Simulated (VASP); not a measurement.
A run of VASP 6.6.1:

File INCAR:

```
  PREC = Accurate
  ENCUT = 520
  EDIFF = 1E-6
  ISMEAR = -1
  SIGMA = 0.1
  LREAL = F
  LASPH = T
  NELM = 80
  ALGO = Normal
  ISIF = 2
  LWAVE = F
  LCHARG = F
  NBANDS = 13
```

The input KPOINTS:

```
regular mesh
0
Gamma
  11 11 8
```

POSCAR

```
Te
1.0
    3.8884201418      0.0000000000      0.0000000000
   -1.9442100709      3.3674706234      0.0000000000
    0.0000000000      0.0000000000      4.4032808466
Te
2
Direct
    0.3333333333      0.6666666667      0.2500000000
    0.6666666667      0.3333333333      0.7500000000
```

Potentials or basis: VASP PAW LDA potentials, release 64 (Te).

The run is started by

```bash
$ cat potpaw_LDA.64/Te/POTCAR > POTCAR
$ mpirun -np 1 vasp_std > vasp.out
```

Hardware: 1 thread of Intel(R) Xeon(R) Platinum 8488C (Sapphire Rapids) (shared host).

Problem. Estimate the wall time of this run.

Solution. It took 34 s on 1 thread of Intel(R) Xeon(R) Platinum 8488C (Sapphire Rapids), with other jobs on the host, peak memory 0.18 GiB. Counts: scf iterations 10, k points 80.
